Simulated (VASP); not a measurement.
TiC, 2 atoms in the cell. It takes space group Fm-3m (No. 225, cubic). Conventional cell: a = 4.550 Å, b = 4.550 Å, c = 4.550 Å, α = 90.00°, β = 90.00°, γ = 90.00°. Within 3.0 Å of Ti (site symmetry m-3m) lie 6 C at 2.27 Å. C (site symmetry m-3m) has 6 Ti at 2.27 Å within 3.0 Å.  This cell differs from its parent crystal: strain +0.050 along x and y, +0.050 along z.

| Item | Value |
| --- | --- |
| Program | VASP 6.6.1 |
| Task | single point |
| Functional | PBE |
| Potentials or basis | VASP PAW PBE potentials, release 64 (Ti_sv, C) |
| Cutoff | 520 eV |
| k mesh | 24 × 24 × 24 |
| Occupations | gaussian, width 0.15 eV |
| Spin | no spin polarisation |
| Dipole correction | no |
| Further INCAR settings | ALGO = Normal; EDIFF = 1e-07; NBANDS = 15 |

Potentials or basis: VASP PAW PBE potentials, release 64 (Ti_sv, C).

Launch:

```bash
$ cat potpaw_PBE.64/Ti_sv/POTCAR potpaw_PBE.64/C/POTCAR > POTCAR
$ mpirun -np 1 vasp_std > vasp.out
```

Hardware: 1 thread of Intel(R) Xeon(R) Platinum 8488C (Sapphire Rapids) (shared host).

**Question.** Estimate the wall time of this run.

**Answer.** Run time: 79 s on 1 thread of Intel(R) Xeon(R) Platinum 8488C (Sapphire Rapids) (shared host), peak memory 0.26 GiB. Counts: scf iterations 19, k points 413.
